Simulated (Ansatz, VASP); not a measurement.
# Two plane-wave programs on Ba

```
Ba
1.0
     0.00000    3.23266    3.23266
     3.23266    0.00000    3.23266
     3.23266    3.23266    0.00000
Ba
1
Cartesian
  0.0000 0.0000 0.0000
```

Alike in both runs: task single point; functional LDA; k mesh 7 × 7 × 7; occupations fermi-dirac, width 0.15 eV; collinear spin.

|  | VASP | Ansatz |
| --- | --- | --- |
| version | VASP 6.6.1 | Ansatz 0.2.0 |
| potentials or method | VASP PAW LDA potentials, release 64 (Ba_sv) | plane waves, PAW |
| plane-wave cutoff (eV) | 500 | 420 |
| valence electrons in the cell | 10 | 10 |

|  | VASP | Ansatz | Ansatz less VASP |
| --- | --- | --- | --- |
| net moment per atom (μB) | 0.00 | 0.00 | 0.000 |

LDA's correlation is that of Perdew and Zunger in VASP and of Perdew and Wang (1992) in Ansatz. Ansatz's warnings: no starting moments, stability check not made.

Spin-orbit coupling is off throughout.
